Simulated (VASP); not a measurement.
CaF: single point with PBE

Crystal: CaF.

```xyz
2
Lattice="3.3010 0.0000 0.0000 0.0000 3.3010 0.0000 0.0000 0.0000 3.3010" Properties=species:S:1:pos:R:3 pbc="T T T"
Ca    1.6505    1.6505    1.6505
F     0.0000    0.0000    0.0000
```

The cell was generated, and may not be a known phase.

* Program: VASP 6.6.1
* Task: single point
* Functional: PBE
* Potentials or basis: VASP PAW PBE potentials, release 64 (Ca_sv, F)
* Cutoff: 600 eV
* k mesh: 6 × 6 × 6
* Occupations: gaussian, width 0.1 eV
* Spin: collinear spin
* Starting moments: [0.0, 1.0] μB

| Item | Value |
| --- | --- |
| Pressure | 1.2 GPa |
| Net moment | 0.00 μB per cell |
| Valence electrons inside the program's atomic spheres | Ca 8.20; F 6.03 |

Levels at points of the mesh, in eV from the Fermi level:
Spin up:
```csv
k point,band 4,band 5,band 6,band 7,band 8,band 9,band 10,band 11,band 12,band 13
"(0.00, 0.00, 0.00)",-23.77,-23.77,-6.89,-6.89,-6.89,-2.75,-0.48,-0.48,3.62,3.62
"(0.50, 0.00, 0.00)",-23.73,-23.73,-8.22,-6.93,-6.93,0.19,0.41,1.58,2.79,2.79
"(0.50, 0.50, 0.00)",-24.10,-23.69,-7.64,-7.64,-6.76,-0.16,0.00,2.39,2.39,4.48
"(0.50, 0.50, 0.50)",-24.05,-24.05,-7.82,-7.82,-7.82,1.60,1.60,1.60,4.57,4.57
```
Spin down:
```csv
k point,band 5,band 6,band 7,band 8,band 9,band 10,band 11,band 12
"(0.00, 0.00, 0.00)",-23.77,-6.89,-6.89,-6.89,-2.75,-0.48,-0.48,3.62
"(0.50, 0.00, 0.00)",-23.73,-8.22,-6.93,-6.93,0.19,0.41,1.58,2.79
"(0.50, 0.50, 0.00)",-23.69,-7.64,-7.64,-6.76,-0.16,0.00,2.39,2.39
"(0.50, 0.50, 0.50)",-24.05,-7.82,-7.82,-7.82,1.60,1.60,1.60,4.57
```

It took 48 s on 1 thread of AMD EPYC 9755 128-Core Processor (shared host), peak memory 0.15 GiB.
